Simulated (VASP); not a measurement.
Runs of VASP 6.6.1 on Co3Bi. The structure is that of space group Fm-3m (No. 225), or close to it. The cells are those of the table. 

| task | level | spin | cell | k mesh | cutoff (eV) | gap on the mesh (eV) | pressure (GPa) | moment (μB) |
| --- | --- | --- | --- | --- | --- | --- | --- | --- |
| single point | PBE | off | a = 4.330 Å, angles 60.0°, 4 atoms | 12 × 12 × 12 | 520 | none | -7.1 | - |
| single point | r2SCAN | off | a = 4.330 Å, angles 60.0°, 4 atoms | 12 × 12 × 12 | 520 | none | -12.3 | - |
| single point | PBE | collinear, ferromagnetic start | a = 4.334 Å, angles 60.0°, 4 atoms | 6 × 6 × 6 | 520 | none | -0.3 | (a) |
| single point | PBE | collinear, ferromagnetic start | a = 4.472 Å, angles 60.0°, 4 atoms | 6 × 6 × 6 | 520 | none | -9.8 | 4.58 |
| relaxation of cell and atoms | PBE | collinear, ferromagnetic start | relaxed from a = 4.472 Å, angles 60.0°, 4 atoms | 6 × 6 × 6 | 600 | none | 0.1 | (b) |

Alike in all rows: potentials or basis VASP PAW PBE potentials, release 64 (Co, Bi_d); smearing gaussian 0.1 eV.

**Question.** Fill in the values left out.

**Answer.** (a) 4.35; (b) 4.34.

Caveats: spin-orbit coupling is left out, which moves the levels of the heavy elements; the PAW data sets were made with another functional, which shifts forces and pressure a little (some runs).

A k mesh can miss the band edges, and the runs leave out spin-orbit coupling on Bi.

A gap of «none» marks levels without a gap at the run's occupations.
